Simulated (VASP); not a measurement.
A run of VASP 6.6.1:

Contents of INCAR:

```
SYSTEM = W
PREC = Accurate
ENCUT = 500
EDIFF = 1E-6
ISMEAR = -1
SIGMA = 0.05
LREAL = .FALSE.
LASPH = .TRUE.
NELM = 120
ALGO = Normal
ISIF = 2
LWAVE = .FALSE.
LCHARG = .FALSE.
GGA = RE
NBANDS = 21
GGA_COMPAT = .FALSE.
```

Contents of KPOINTS:

```
Automatic mesh
0
G
  7 7 7
  0 0 0
```

The input POSCAR:

```
W
1.0
    0.0000000000      2.8878846688      2.8878846688
    2.8878846688      0.0000000000      2.8878846688
    2.8878846688      2.8878846688      0.0000000000
W
2
Direct
    1.0000000000      1.0000000000      1.0000000000
    0.2500000000      0.2500000000      0.2500000000
```

Potentials or basis: VASP PAW PBE potentials, release 64 (W_sv).

The run is started by

```sh
$ cat potpaw_PBE.64/W_sv/POTCAR > POTCAR
$ mpirun -np 1 vasp_std > vasp.out
```

Hardware: 1 thread of AMD EPYC 9R45 96-Core Processor (Zen 5), with other jobs on the host.

Question: How long does it take, and how much memory?

Answer: It took 9.2 s on 1 thread of AMD EPYC 9R45 96-Core Processor (Zen 5), on a shared host, peak memory 0.14 GiB. Counts: scf iterations 11, k points 20.
